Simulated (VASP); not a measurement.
# Nb4H in VASP: further runs

Nb4H is run at these levels: PBE; tasks: relaxation of the atoms.

Program: VASP 6.6.1. These are calculated values, not measurements. Logs are shortened: lines on timing, memory, paths and dates and some standing lists are left out, and cuts for length are marked.

## Step 1: The cell of the first run

The cell holds a slab with vacuum, 5 atoms: a = 2.983 Å, b = 4.218 Å, c = 19.813 Å, α = 90.00°, β = 90.00°, γ = 90.00°.

## Step 2: Relaxation of the atoms, PBE

INCAR

```
ALGO = Normal
DIPOL = 0.5 0.5 0.348
EDIFF = 1E-6
EDIFFG = -0.025
ENCUT = 520
GGA = PE
IBRION = 2
IDIPOL = 3
ISIF = 2
ISMEAR = 0
KPAR = 4
LASPH = True
LCHARG = False
LDIPOL = True
LREAL = False
LWAVE = False
NELM = 80
NSW = 36
PREC = Accurate
SIGMA = 0.1
```

KPOINTS

```
k-points
0
Gamma
  9 6 1
```

POSCAR

```
Nb4H
1.0
    2.9829001615      0.0000000000      0.0000000000
    0.0000000000      4.2184578637      0.0000000000
    0.0000000000      0.0000000000     19.8127690725
Nb H
4 1
Selective dynamics
Direct
    0.5000000000      0.5000000000      0.2018900026  F F F
    0.0000000000      0.0000000000      0.2771672178  F F F
    0.5000000000      0.5000000000      0.3569599732  F F F
    0.0000000000      0.0000000000      0.4195662425  F F F
    0.1666666667      0.3000000000      0.4835232232  F F T
```

Potentials or basis: VASP PAW PBE potentials, release 64 (Nb_sv, H).

The run is started by

```sh
$ cat potpaw_PBE.64/Nb_sv/POTCAR potpaw_PBE.64/H/POTCAR > POTCAR
$ mpirun -np 4 vasp_std > vasp.out
```

OUTCAR:

```text
EDIFF = 1E-6
   EDIFFG = -0.025
   ENCUT = 520
   GGA = PE
   IBRION = 2
   ISIF = 2
   ISMEAR = 0
   LASPH = True
   LREAL = False
   NELM = 80
   NSW = 36
   PREC = Accurate

 ion  position               nearest neighbor table
   1  0.500  0.500  0.202-   2 2.98   2 2.98   2 2.98   2 2.98
   2  0.000  0.000  0.277-   4 2.82   1 2.98   1 2.98   1 2.98   1 2.98   3 3.03   3 3.03   3 3.03
                             3 3.03
   3  0.500  0.500  0.357-   4 2.87   4 2.87   4 2.87   4 2.87   2 3.03   2 3.03   2 3.03   2 3.03

   4  0.000  0.000  0.420-   5 1.86   2 2.82   3 2.87   3 2.87   3 2.87   3 2.87
   5  0.167  0.300  0.484-   4 1.86

  LATTYP: Found a simple orthorhombic cell.
 ALAT       =     2.9829001615
 B/A-ratio  =     1.4142135624
 C/A-ratio  =     6.6421160615

  Lattice vectors:

 A1 = (   2.9829001615,   0.0000000000,   0.0000000000)
 A2 = (   0.0000000000,   4.2184578637,   0.0000000000)
 A3 = (   0.0000000000,   0.0000000000,  19.8127690725)

Analysis of symmetry for initial positions (statically):
=====================================================================
 Subroutine PRICEL returns:
 Original cell was already a primitive cell.

 Routine SETGRP: Setting up the symmetry group for a
 simple orthorhombic supercell.

 Subroutine GETGRP returns: Found  1 space group operations
 (whereof  1 operations were pure point group operations)
 out of a pool of  8 trial point group operations.

The static configuration has the point symmetry C_1 .

Analysis of symmetry for dynamics (positions and initial velocities):
=====================================================================
 Subroutine PRICEL returns:
 Original cell was already a primitive cell.

 Routine SETGRP: Setting up the symmetry group for a
 simple orthorhombic supercell.

 Subroutine GETGRP returns: Found  1 space group operations
 (whereof  1 operations were pure point group operations)
 out of a pool of  8 trial point group operations.

The dynamic configuration has the point symmetry C_1 .

Analysis of constrained symmetry for selective dynamics:
=====================================================================
 Subroutine PRICEL returns:
 Original cell was already a primitive cell.

 Routine SETGRP: Setting up the symmetry group for a
 simple orthorhombic supercell.

 Subroutine GETGRP returns: Found  1 space group operations
 (whereof  1 operations were pure point group operations)
 out of a pool of  8 trial point group operations.

The constrained configuration has the point symmetry C_1 .

 Subroutine INISYM returns: Found  1 space group operations
 (whereof  1 operations are pure point group operations),
 and found     1 'primitive' translations

----------------------------------------------------------------------------------------

                                     Primitive cell

  volume of cell :     249.3088

  direct lattice vectors                    reciprocal lattice vectors
     2.982900161  0.000000000  0.000000000     0.335244207  0.000000000  0.000000000
     0.000000000  4.218457864  0.000000000     0.000000000  0.237053452  0.000000000
     0.000000000  0.000000000 19.812769073     0.000000000  0.000000000  0.050472501

  length of vectors
     2.982900161  4.218457864 19.812769073     0.335244207  0.237053452  0.050472501

  position of ions in fractional coordinates (direct lattice)
     0.500000000  0.500000000  0.201890003
     0.000000000  0.000000000  0.277167218
     0.500000000  0.500000000  0.356959973
     0.000000000  0.000000000  0.419566242
     0.166666667  0.300000000  0.483523223

  ion indices of the primitive-cell ions
   primitive index   ion index
                 1           1
                 2           2
                 3           3
                 4           4
                 5           5

----------------------------------------------------------------------------------------

 KPOINTS: k-points

Automatic generation of k-mesh.
 Grid dimensions read from file:
 generate k-points for:    9    6    1

 Generating k-lattice:

  Cartesian coordinates                     Fractional coordinates (reciprocal lattice)
     0.037249356  0.000000000  0.000000000     0.111111111  0.000000000  0.000000000
     0.000000000  0.039508909  0.000000000     0.000000000  0.166666667  0.000000000
     0.000000000  0.000000000  0.050472501     0.000000000  0.000000000  1.000000000

  Length of vectors
     0.037249356  0.039508909  0.050472501

  Shift w.r.t. Gamma in fractional coordinates (k-lattice)
     0.000000000  0.000000000  0.000000000

 Subroutine IBZKPT returns following result:
 ===========================================

 Found     28 irreducible k-points:

 Following reciprocal coordinates:
            Coordinates               Weight
  0.000000  0.000000  0.000000      1.000000
  0.111111  0.000000  0.000000      2.000000
  0.222222  0.000000  0.000000      2.000000
  0.333333  0.000000  0.000000      2.000000
  0.444444  0.000000  0.000000      2.000000
  0.000000  0.166667  0.000000      2.000000
[... 16 lines left out ...]
  0.444444 -0.333333  0.000000      2.000000
  0.000000  0.500000  0.000000      1.000000
 [... further k-points ...]
   k-points           NKPTS =     28   k-points in BZ     NKDIM =     28   number of bands    NBANDS=     31
   number of dos      NEDOS =    301   number of ions     NIONS =      5
   total plane-waves  NPLWV = 115200
   dimension x,y,z NGX =    24 NGY =   32 NGZ =  150
   dimension x,y,z NGXF=    48 NGYF=   64 NGZF=  300
   ions per type =               4   1
   NGX,Y,Z   is equivalent  to a cutoff of  13.38, 12.61, 12.59 a.u.
   NGXF,Y,Z  is equivalent  to a cutoff of  26.75, 25.22, 25.17 a.u.
 SYSTEM =  unknown system
   PREC   = accura    normal or accurate (medium, high low for compatibility)
   ISTART =      0    job   : 0-new  1-cont  2-samecut
   ICHARG =      2    charge: 1-file 2-atom 10-const
   ISPIN  =      1    spin polarized calculation?
   LNONCOLLINEAR =      F non collinear calculations
   LSORBIT =      F    spin-orbit coupling
   LASPH  =      T    aspherical Exc in radial PAW
   ENCUT  =  520.0 eV  38.22 Ry    6.18 a.u.   5.55  7.84 36.84*2*pi/ulx,y,z
   NELM   =     80;   NELMIN=  2; NELMDL= -5     # of ELM steps
   EDIFF  = 0.1E-05   stopping-criterion for ELM
   LREAL  =      F    real-space projection
   EDIFFG = -.3E-01   stopping-criterion for IOM
   NSW    =     36    number of steps for IOM
   IBRION =      2    ionic relax: 0-MD 1-quasi-New 2-CG
   NFREE  =      1    steps in history (QN), initial steepest desc. (CG)
   ISIF   =      2    stress and relaxation
   ISYM   =      2    0-nonsym 1-usesym 2-fastsym
   POTIM  = 0.5000    time-step for ionic-motion
   TEBEG  =    0.0;   TEEND  =   0.0 temperature during run
   PSTRESS=    0.0 pullay stress
   NELECT =      53.0000    total number of electrons
   NUPDOWN=      -1.0000    fix difference up-down
   EMIN   =  10.00;   EMAX   =-10.00  energy-range for DOS
   EFERMI =   0.00;   METHOD = LEGACY
   ISMEAR =     0;   SIGMA  =   0.10  broadening in eV -4-tet -1-fermi 0-gaus
   EFERMI_NEDOS =   21; number of points for ismear=-14 and -15
   IALGO  =     38    algorithm
   IMIX   =      4    mixing-type and parameters
     AMIX     =   0.40;   BMIX     =  1.00
     AMIX_MAG =   1.60;   BMIX_MAG =  1.00
  volume/ion in A,a.u.               =      49.86       336.48
  Fermi-wavevector in a.u.,A,eV,Ry     =   0.977059  1.846374 12.988732  0.954645
  Thomas-Fermi vector in A             =   2.107727
   LORBIT       =      0    0 simple, 1 ext, 2 COOP (PROOUT), +10 PAW based schemes
   GGA     = PE    functional components
   LHFCALC =     F    Hartree Fock is set to
   AEXX    =    0.0000 exact exchange contribution
   IVDW    =     0    specifies the selected vdW correction
   LEPSILON=     F    determine dielectric tensor
   LRPA    =     F    only Hartree local field effects (RPA)
 conjugate gradient relaxation of ions
 non-spin polarized calculation
 Gauss-broadening in eV      SIGMA  =   0.10
  energy-cutoff  :      520.00
  volume of cell :      249.31
 maximum number of plane-waves:      6753
 NGX is ok and might be reduce to    24
   NGX = 11   NGY = 15   NGZ = 73

 dipolmoment           0.000000      0.000000     -0.157448 electrons x Angstroem

--------------------------------------- Ionic step        1  -------------------------------------------

 number of electron      53.0000005 magnetization

 Free energy of the ion-electron system (eV)
  ---------------------------------------------------
  ext. energy  EPLUGINS =         0.00000000
  ---------------------------------------------------
  free energy    TOTEN  =       -39.29546056 eV

  energy without entropy =      -39.26127097  energy(sigma->0) =      -39.27836577

------------------------ aborting loop because EDIFF is reached ----------------------------------------

  FORCE on cell =-STRESS in cart. coord.  units (eV):
  Direction    XX          YY          ZZ          XY          YZ          ZX
  --------------------------------------------------------------------------------------
  -------------------------------------------------------------------------------------
  Total       -5.3386537     -5.5251360     -1.4907169      0.2481868      1.2114361      0.8433327
  in kB      -34.3087362    -35.5071604     -9.5800585      1.5949667      7.7852667      5.4196583
  external PRESSURE =     -26.4653183 kB  Pullay stress =       0.0000000 kB
[... 63 lines left out ...]
  energy  without entropy=      -39.2614164511  energy(sigma->0) =      -39.27850588

--------------------------------------- Ionic step        3  -------------------------------------------

 number of electron      53.0000005 magnetization

 dipolmoment           0.000000      0.000000      0.084521 electrons x Angstroem

 Free energy of the ion-electron system (eV)
  ---------------------------------------------------
  ext. energy  EPLUGINS =         0.00000000
  ---------------------------------------------------
  free energy    TOTEN  =       -39.29583009 eV

  energy without entropy =      -39.26170418  energy(sigma->0) =      -39.27876714

 E-fermi :   0.5241     XC(G=0):  -4.8948

 val. band max:        0.5001407585   @ k =   0.4444   0.0000   0.0000
 cond. band min:       0.5419509211   @ k =   0.1111   0.5000   0.0000
 fundamental gap:      0.0418101626
 Fermi energy:         0.5240977339

 k-point     1 :       0.0000    0.0000    0.0000
  band No.  band energies     occupation
      1     -54.4463      2.00000
      2     -54.2925      2.00000
      3     -54.1623      2.00000
      4     -54.0481      2.00000
      5     -30.7934      2.00000
      6     -30.6403      2.00000
[... 805 lines left out ...]
     30       1.1032      0.00000
     31       1.7299      0.00000

 [... further k-points ...]

------------------------ aborting loop because EDIFF is reached ----------------------------------------

 vacuum level on the upper side and lower side of the slab       (xc-potential included)         0.585        -0.597

  FORCE on cell =-STRESS in cart. coord.  units (eV):
  Direction    XX          YY          ZZ          XY          YZ          ZX
  --------------------------------------------------------------------------------------
  -------------------------------------------------------------------------------------
  Total       -5.3236473     -5.4711749     -1.4314420      0.2620768      1.2692487      0.8642827
  in kB      -34.2122983    -35.1603808     -9.1991295      1.6842304      8.1567975      5.5542930
  external PRESSURE =     -26.1906029 kB  Pullay stress =       0.0000000 kB

 VOLUME and BASIS-vectors are now :
 -----------------------------------------------------------------------------
  energy-cutoff  :      520.00
  volume of cell :      249.31
      direct lattice vectors                 reciprocal lattice vectors
     2.982900161  0.000000000  0.000000000     0.335244207  0.000000000  0.000000000
     0.000000000  4.218457864  0.000000000     0.000000000  0.237053452  0.000000000
     0.000000000  0.000000000 19.812769073     0.000000000  0.000000000  0.050472501
[... 11 lines left out ...]
  FREE ENERGIE OF THE ION-ELECTRON SYSTEM (eV)
  ---------------------------------------------------
  free  energy   TOTEN  =       -39.2958300910 eV

  energy  without entropy=      -39.2617041802  energy(sigma->0) =      -39.27876714

 reached required accuracy - stopping structural energy minimisation

 vacuum level on the upper side and lower side of the slab         5.306         4.092
```

Run time: 1.9 min. Hardware: 4 MPI ranks of Intel Xeon Platinum 8488C (Sapphire Rapids), shared host; peak memory 0.45 GiB.

What came out:

```
Free energy               : -39.2958 eV
Energy gained by relaxing : 0.1 meV/atom
Ionic steps               : 3
Band gap on the k mesh    : zero (an odd number of electrons rules out a gap without spin polarisation)
```

The path:
```csv
step,energy change (eV),largest force on free atoms (eV/Å),pressure (GPa)
1,0.0000,0.0555,-2.65
2,-0.0001,0.0448,-2.64
3,-0.0004,0.0145,-2.62
```

Final structure:
```
Nb H
1.0
     2.98290    0.00000    0.00000
     0.00000    4.21846    0.00000
     0.00000    0.00000   19.81277
Nb H
4 1
Cartesian
  1.4915 2.1092 4.0000
  0.0000 0.0000 5.4914
  1.4915 2.1092 7.0724
  0.0000 0.0000 8.3128
  0.4972 1.2655 9.5692
```

## Step 3: Relaxation of the atoms, PBE

INCAR

```
SYSTEM = Nb4H
  PREC = Accurate
  ENCUT = 520
  EDIFF = 1E-6
  ISMEAR = 0
  SIGMA = 0.1
  LREAL = .False.
  LASPH = .True.
  NELM = 60
  ALGO = Fast
  ISIF = 2
  LWAVE = .False.
  LCHARG = .False.
  LDIPOL = .True.
  IDIPOL = 3
  DIPOL = 0.5 0.5 0.352
  GGA = PE
  IBRION = 2
  NSW = 36
  EDIFFG = -0.025
  KPAR = 4
```

KPOINTS

```
regular mesh
0
Gamma
  9 6 1
  0 0 0
```

Edit POSCAR of step 2 so:

```diff
@@ -13,2 +13,2 @@
     0.0000000000      0.0000000000      0.4195662425  F F F
-    0.1666666667      0.3000000000      0.4835232232  F F T
+    0.1666666667      0.1000000000      0.5045411466  F F T
```

Potentials or basis: VASP PAW PBE potentials, release 64 (Nb_sv, H).

The run is started by

```sh
$ cat potpaw_PBE.64/Nb_sv/POTCAR potpaw_PBE.64/H/POTCAR > POTCAR
$ mpirun -np 4 vasp_std > vasp.out
```

It took 10 min on 4 MPI ranks of Oxide Virtual Turin-like, shared host; peak memory 0.44 GiB.

It converged, with:

```
Free energy               : -39.4159 eV
Energy gained by relaxing : 0.0 meV/atom
Ionic steps               : 3
Band gap on the k mesh    : zero (an odd number of electrons rules out a gap without spin polarisation)
```

Step by step:
```tsv
step	energy change (eV)	largest force on free atoms (eV/Å)	pressure (GPa)
1	0.0000	0.0476	-2.47
2	-0.0001	0.0256	-2.47
3	-0.0001	0.0201	-2.47
```

Final structure:
```
Nb H
1.0
     2.98290    0.00000    0.00000
     0.00000    4.21846    0.00000
     0.00000    0.00000   19.81277
Nb H
4 1
Direct
  0.50000 0.50000 0.20189
  0.00000 0.00000 0.27717
  0.50000 0.50000 0.35696
  0.00000 0.00000 0.41957
  0.16667 0.10000 0.50469
```

Levels at points of the mesh, in eV from the Fermi level:
```tsv
k point	band 24	band 25	band 26	band 27	band 28	band 29	band 30	band 31
(0.00, 0.00, 0.00)	-0.89	-0.43	-0.20	0.35	0.36	0.45	0.86	1.51
(0.00, 0.50, 0.00)	-0.46	-0.19	0.30	0.32	0.36	0.53	0.69	0.84
```

The gap in the log of VASP goes by the Fermi energy; the results here count the filled bands.